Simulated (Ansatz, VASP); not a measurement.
# Se in VASP and in Ansatz

The input INCAR:

```
SYSTEM = Se
PREC = Accurate ; ENCUT = 520
EDIFF = 1E-6 ; ISMEAR = 0
SIGMA = 0.01 ; LREAL = .FALSE.
LASPH = .TRUE. ; NELM = 80
ALGO = Normal ; ISIF = 2
LWAVE = .FALSE. ; LCHARG = .FALSE.
GGA = PS ; NBANDS = 16
```

KPOINTS

```
regular mesh
0
G
  12 12 8
  0 0 0
```

POSCAR

```
Se
1.0
    4.0081567134      0.0000000000      0.0000000000
   -2.0040783567      3.4711655362      0.0000000000
    0.0000000000      0.0000000000      5.3313056448
Se
3
Direct
    0.2690000000      0.0000000000      0.1666666667
    0.0000000000      0.2690000000      0.8333333333
    0.7310000000      0.7310000000      0.5000000000
```

Input for Ansatz:

```yaml
crystal:
  lattice:
    - [4.0081567134, 0.0, 0.0]
    - [-2.0040783567, 3.4711655362, 0.0]
    - [0.0, 0.0, 5.3313056448]
  atoms:
    - { symbol: Se, position: [0.269, 0.0, 0.1666666667] }
    - { symbol: Se, position: [0.0, 0.269, 0.8333333333] }
    - { symbol: Se, position: [0.731, 0.731, 0.5] }
basis:
  ecutwfc: 420
kpoints:
  mp_grid: { grid: [12, 12, 8] }
hamiltonian:
  xc: pbesol
scf:
  occupations: { method: gaussian, width: 0.01 }
output:
  forces: true
  stress: true
  eigenvalues: true
  populations: true
```

Alike in both runs: task single point; functional PBEsol; k mesh 12 × 12 × 8; occupations gaussian, width 0.01 eV; no spin polarisation.

|  | VASP | Ansatz |
| --- | --- | --- |
| version | VASP 6.6.1 | Ansatz 0.2.0 |
| potentials or method | VASP PAW PBE potentials, release 64 (Se), cutoff 520 eV | scalar-relativistic, plane waves, PAW |
| valence electrons in the cell | 18 | 48 |

```tsv
	VASP	Ansatz	Ansatz less VASP
gap on the k mesh at the Fermi level (eV)	0.16	0.17	+0.005
least direct gap on the mesh (eV)	0.16	0.17	+0.005
pressure (GPa)	-5.2	-5.3	-0.08
traceless stress, the component that is largest in VASP (GPa)	-1.80	-1.83	-0.031
rms of the force components (eV/Å)	0.369	0.376	+0.0068
```

VASP's potentials were made for PBE, not for PBEsol. Atom by atom the forces differ by 0.007 eV/Å (rms over components). VASP's potentials hold 18 valence electrons a cell and Ansatz's 48, so a difference there can come from the potentials and not from the codes.
